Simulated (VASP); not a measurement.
# Ge (R-3m) in VASP: relaxation of the atoms with LDA

Aim: the relaxation of the atoms of Ge with LDA.

Everything below comes from runs of VASP 6.6.1. Logs are shortened: lines on timing, memory, paths and dates and some standing lists are left out, and cuts for length are marked.

### 1 The cell of the first run

It takes space group R-3m (No. 166, trigonal). The conventional cell has a = 3.916 Å, b = 3.916 Å, c = 9.825 Å, α = 90.00°, β = 90.00°, γ = 120.00°. Within 3.2 Å of Ge (site symmetry 3m) lie 4 Ge at 2.40 to 2.46 Å.

### 2 Relaxation of the atoms, LDA (strained cell)

Input file INCAR:

```
PREC = Accurate ; ENCUT = 450
EDIFF = 1E-7 ; ISMEAR = 0
SIGMA = 0.1 ; LREAL = F
LASPH = T ; NELM = 120
ALGO = Normal ; ISIF = 2
LWAVE = F ; LCHARG = F
IBRION = 2 ; NSW = 60
EDIFFG = -0.002 ; GGA_COMPAT = F
NELMIN = 4
```

Input file KPOINTS:

```
Automatic mesh
0
Gamma
  12 12 12
```

Input file POSCAR:

```
Ge
1.0
    0.0449737575      2.8136707049      2.8136707049
    2.8136707049      0.0449737575      2.8136707049
    2.8136707049      2.8136707049      0.0449737575
Ge
2
Direct
    0.0000000000      0.0000000000      0.0000000000
    0.2500000000      0.2500000000      0.2500000000
```

Potentials or basis: VASP PAW LDA potentials, release 64 (Ge_d).

On the command line:

```sh
cat potpaw_LDA.64/Ge_d/POTCAR > POTCAR
mpirun -np 1 vasp_std > vasp.out
```

OUTCAR:

```text
PREC = Accurate
   ENCUT = 450
   EDIFF = 1E-7
   ISMEAR = 0
   LREAL = F
   LASPH = T
   NELM = 120
   ISIF = 2
   IBRION = 2
   NSW = 60
   EDIFFG = -0.002
   NELMIN = 4

 ion  position               nearest neighbor table
   1  0.000  0.000  0.000-   2 2.40   2 2.40   2 2.40   2 2.46
   2  0.250  0.250  0.250-   1 2.40   1 2.40   1 2.40   1 2.46

  LATTYP: Found a trigonal (rhomboedric) cell.
 ALAT       =     3.9793854186
 COS(alpha) =     0.5159181103

  Lattice vectors:

 A1 = (   0.0449737575,   2.8136707049,   2.8136707049)
 A2 = (   2.8136707049,   0.0449737575,   2.8136707049)
 A3 = (   2.8136707049,   2.8136707049,   0.0449737575)

Analysis of symmetry for initial positions (statically):
=====================================================================
 Subroutine PRICEL returns:
 Original cell was already a primitive cell.

 Routine SETGRP: Setting up the symmetry group for a
 trigonal (rhombohedral) supercell.

 Subroutine GETGRP returns: Found 12 space group operations
 (whereof  6 operations were pure point group operations)
 out of a pool of 12 trial point group operations.

The static configuration has the point symmetry C_3v.
 The point group associated with its full space group is D_3d.

Analysis of symmetry for dynamics (positions and initial velocities):
=====================================================================
 Subroutine PRICEL returns:
 Original cell was already a primitive cell.

 Routine SETGRP: Setting up the symmetry group for a
 trigonal (rhombohedral) supercell.

 Subroutine GETGRP returns: Found 12 space group operations
 (whereof  6 operations were pure point group operations)
 out of a pool of 12 trial point group operations.

The dynamic configuration has the point symmetry C_3v.
 The point group associated with its full space group is D_3d.

 Subroutine INISYM returns: Found 12 space group operations
 (whereof  6 operations are pure point group operations),
 and found     1 'primitive' translations

----------------------------------------------------------------------------------------

                                     Primitive cell

  volume of cell :      43.4822

  direct lattice vectors                    reciprocal lattice vectors
     0.044973758  2.813670705  2.813670705    -0.182022204  0.179158531  0.179158531
[... 89 lines left out ...]
   NSW    =     60    number of steps for IOM
   IBRION =      2    ionic relax: 0-MD 1-quasi-New 2-CG
   NFREE  =      1    steps in history (QN), initial steepest desc. (CG)
   ISIF   =      2    stress and relaxation
   ISYM   =      2    0-nonsym 1-usesym 2-fastsym
   POTIM  = 0.5000    time-step for ionic-motion
   TEBEG  =    0.0;   TEEND  =   0.0 temperature during run
   PSTRESS=    0.0 pullay stress
   NELECT =      28.0000    total number of electrons
   NUPDOWN=      -1.0000    fix difference up-down
   EMIN   =  10.00;   EMAX   =-10.00  energy-range for DOS
   EFERMI =   0.00;   METHOD = LEGACY
   ISMEAR =     0;   SIGMA  =   0.10  broadening in eV -4-tet -1-fermi 0-gaus
   EFERMI_NEDOS =   21; number of points for ismear=-14 and -15
   IALGO  =     38    algorithm
   IMIX   =      4    mixing-type and parameters
     AMIX     =   0.40;   BMIX     =  1.00
     AMIX_MAG =   1.60;   BMIX_MAG =  1.00
  volume/ion in A,a.u.               =      21.74       146.72
  Fermi-wavevector in a.u.,A,eV,Ry     =   1.413700  2.671505 27.191873  1.998546
  Thomas-Fermi vector in A             =   2.535318
   LORBIT       =      0    0 simple, 1 ext, 2 COOP (PROOUT), +10 PAW based schemes
   GGA     = CA    functional components
   LHFCALC =     F    Hartree Fock is set to
   AEXX    =    0.0000 exact exchange contribution
   IVDW    =     0    specifies the selected vdW correction
   LEPSILON=     F    determine dielectric tensor
   LRPA    =     F    only Hartree local field effects (RPA)
 conjugate gradient relaxation of ions
 non-spin polarized calculation
 Gauss-broadening in eV      SIGMA  =   0.10
  energy-cutoff  :      450.00
  volume of cell :       43.48
 maximum number of plane-waves:       960
   NGX = 13   NGY = 13   NGZ = 13

--------------------------------------- Ionic step        1  -------------------------------------------

 number of electron      28.0000012 magnetization

 Free energy of the ion-electron system (eV)
  ---------------------------------------------------
  ext. energy  EPLUGINS =         0.00000000
  ---------------------------------------------------
  free energy    TOTEN  =       -10.37528545 eV

  energy without entropy =      -10.37510205  energy(sigma->0) =      -10.37519375

------------------------ aborting loop because EDIFF is reached ----------------------------------------

  FORCE on cell =-STRESS in cart. coord.  units (eV):
  Direction    XX          YY          ZZ          XY          YZ          ZX
  --------------------------------------------------------------------------------------
  -------------------------------------------------------------------------------------
  Total        0.4120703      0.4120703      0.4120703     -0.3938494     -0.3938494     -0.3938494
  in kB       15.1834573     15.1834573     15.1834573    -14.5120787    -14.5120787    -14.5120787
  external PRESSURE =      15.1834573 kB  Pullay stress =       0.0000000 kB
[... 59 lines left out ...]
--------------------------------------- Ionic step        3  -------------------------------------------

 number of electron      28.0000017 magnetization

 Free energy of the ion-electron system (eV)
  ---------------------------------------------------
  ext. energy  EPLUGINS =         0.00000000
  ---------------------------------------------------
  free energy    TOTEN  =       -10.37793028 eV

  energy without entropy =      -10.37766546  energy(sigma->0) =      -10.37779787

 E-fermi :   5.1890     XC(G=0): -10.4811

 val. band max:        5.0377833028   @ k =   0.0833   0.0833   0.0833
 cond. band min:       5.2051087368   @ k =   0.0000   0.0000   0.0000
 fundamental gap:      0.1673254341
 Fermi energy:         5.1889911470

 k-point     1 :       0.0000    0.0000    0.0000
  band No.  band energies     occupation
      1     -19.8818      2.00000
      2     -19.8818      2.00000
      3     -19.8619      2.00000
      4     -19.8354      2.00000
      5     -19.8354      2.00000
      6     -19.6174      2.00000
[... 481 lines left out ...]
      5     -19.7651      2.00000
      6     -19.6678      2.00000
[... 10 lines left out ...]
     17       9.8545      0.00000
     18      12.8444      0.00000

 [... further k-points ...]
[... 5 lines left out ...]
  --------------------------------------------------------------------------------------
  -------------------------------------------------------------------------------------
  Total        0.4016447      0.4016447      0.4016447     -0.2879974     -0.2879974     -0.2879974
  in kB       14.7993086     14.7993086     14.7993086    -10.6117715    -10.6117715    -10.6117715
  external PRESSURE =      14.7993086 kB  Pullay stress =       0.0000000 kB
[... 17 lines left out ...]
  FREE ENERGIE OF THE ION-ELECTRON SYSTEM (eV)
  ---------------------------------------------------
  free  energy   TOTEN  =       -10.3779302754 eV

  energy  without entropy=      -10.3776654621  energy(sigma->0) =      -10.37779787

 reached required accuracy - stopping structural energy minimisation
```

OSZICAR:

```text
N       E                     dE             d eps       ncg     rms          rms(c)
DAV:   1     0.154774760615E+03    0.15477E+03   -0.14369E+04  6920   0.392E+03
DAV:   2     0.899612544084E+01   -0.14578E+03   -0.14342E+03  6810   0.506E+02
[... 18 lines left out ...]
   2 F= -.10377908E+02 E0= -.10377770E+02  d E =-.262256E-02
       N       E                     dE             d eps       ncg     rms          rms(c)
DAV:   1    -0.103779192492E+02   -0.11245E-04   -0.86024E-03  7284   0.840E-01    0.606E-03
DAV:   2    -0.103779301813E+02   -0.10932E-04   -0.11339E-04  7324   0.131E-01    0.316E-03
DAV:   3    -0.103779302978E+02   -0.11646E-06   -0.22639E-06  7684   0.170E-02    0.162E-03
DAV:   4    -0.103779302754E+02    0.22425E-07   -0.75734E-08  4006   0.489E-03
   3 F= -.10377930E+02 E0= -.10377798E+02  d E =-.264483E-02
```

CONTCAR:

```text
Ge
   1.00000000000000
     0.0449737575000000    2.8136707048999998    2.8136707048999998
     2.8136707048999998    0.0449737575000000    2.8136707048999998
     2.8136707048999998    2.8136707048999998    0.0449737575000000
  Ge
     2
Direct
     0.0010948418458269    0.0010948418458269    0.0010948418458269
     0.2489051581541731    0.2489051581541731    0.2489051581541731

  0.00000000E+00  0.00000000E+00  0.00000000E+00
  0.00000000E+00  0.00000000E+00  0.00000000E+00
```

Wall time 4.7 min (1 thread of Intel Xeon 8259CL, shared host); peak memory 0.21 GiB.

Results:

```
Free energy               : -10.3779 eV
Energy gained by relaxing : 1.3 meV/atom
Ionic steps               : 3
Pressure after relaxing   : 1.5 GPa
```

The path:
```csv
step,energy change (eV),largest force (eV/Å),pressure (GPa)
1,0.0000,0.2432,1.52
2,-0.0026,0.0228,1.49
3,-0.0026,0.0003,1.48
```

Final structure:
```
Ge
1.0
     0.04497    2.81367    2.81367
     2.81367    0.04497    2.81367
     2.81367    2.81367    0.04497
Ge
2
Direct
  0.00109 0.00109 0.00109
  0.24891 0.24891 0.24891
```

Caveat: the cell differs from its parent crystal (strained cell).
